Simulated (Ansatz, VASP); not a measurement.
# Two plane-wave programs on Ru

```xyz
8
Lattice="4.8462 0.0000 0.0000 0.0000 4.8462 0.0000 0.0000 0.0000 4.8462" Properties=species:S:1:pos:R:3 pbc="T T T"
Ru    0.0000    0.0000    0.0000
Ru    2.4231    2.4231    2.4231
Ru    1.2116    0.0000    2.4231
Ru    3.6347    0.0000    2.4231
Ru    2.4231    1.2116    4.8462
Ru    2.4231    3.6347    4.8462
Ru    4.8462    2.4231    1.2116
Ru    4.8462    2.4231    3.6347
```

Alike in both runs: functional PBE; k mesh 6 × 6 × 6; occupations fermi-dirac, width 0.1 eV; no spin polarisation.

Ansatz relaxed the structure, and its values are those at the end. VASP's run is a single point on that final structure, the one shown.

|  | VASP | Ansatz |
| --- | --- | --- |
| version | VASP 6.6.1 | Ansatz 0.2.0 |
| potentials or method | VASP PAW PBE potentials, release 64 (Ru_pv), cutoff 520 eV | plane waves (420 eV) with PAW, scalar-relativistic |
| valence electrons in the cell | 112 | 128 |

|  | VASP | Ansatz | Ansatz less VASP |
| --- | --- | --- | --- |
| pressure (GPa) | 0.0 | 0.0 | +0.02 |

With one functional, cell and mesh, what is left measures potentials, basis and numerics. VASP's potentials hold 112 valence electrons a cell and Ansatz's 128, so a difference there can come from the potentials and not from the codes.
